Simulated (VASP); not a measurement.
Set up this calculation in VASP 6.6.1, as the native input.

- Task: single point
- Functional: PBEsol
- Dispersion: D3(BJ)
- Potentials or basis: VASP PAW PBE potentials, release 64 (Lu)
- Cutoff: 600 eV
- k mesh: 6 × 6 × 6
- Occupations: fermi-dirac, width 0.05 eV
- Spin: no spin polarisation
- Dipole correction: no
- Further INCAR settings: ALGO = Normal; EDIFF = 1e-06; NBANDS = 18

The structure of Lu lies in POSCAR:

```
Lu
1.0
    0.0000000000      1.9943470734      1.9943470734
    1.9943470734      0.0000000000      1.9943470734
    1.9943470734      1.9943470734      0.0000000000
Lu
1
Direct
    0.0000000000      0.0000000000      0.0000000000
```

This isn't the form of Lu at room conditions, which is hcp.

These files were run (other wordings do the same):

INCAR

```
SYSTEM = Lu
  PREC = Accurate
  ENCUT = 600
  EDIFF = 1E-6
  ISMEAR = -1
  SIGMA = 0.05
  LREAL = .FALSE.
  LASPH = .TRUE.
  NELM = 120
  ALGO = Normal
  ISIF = 2
  LWAVE = .FALSE.
  LCHARG = .TRUE.
  GGA = PS
  IVDW = 12
  LELF = .TRUE.
  LVHAR = .TRUE.
  NBANDS = 18
  GGA_COMPAT = .FALSE.
```

KPOINTS

```
regular mesh
0
G
  6 6 6
  0 0 0
```

Potentials or basis: VASP PAW PBE potentials, release 64 (Lu).

Run with:

```bash
$ cat potpaw_PBE.64/Lu/POTCAR > POTCAR
$ mpirun -np 1 vasp_std > vasp.out
```

Results of the run:

- Pressure: 60.5 GPa
- Band gap on the k mesh: zero (an odd number of electrons rules out a gap without spin polarisation)
- Dispersion energy per atom: -0.733 eV

Caveat: the k points lie up to 0.45 Å⁻¹ apart, too coarse for converged energies and pressures of a metal; three body term missing; the PAW data sets were made with another functional, which shifts forces and pressure a little; spin-orbit coupling is left out, which moves the levels of the heavy elements.

Wall time 4.6 s on 1 thread of Intel(R) Xeon(R) 6975P-C (Granite Rapids) (shared host), peak memory 0.15 GiB.
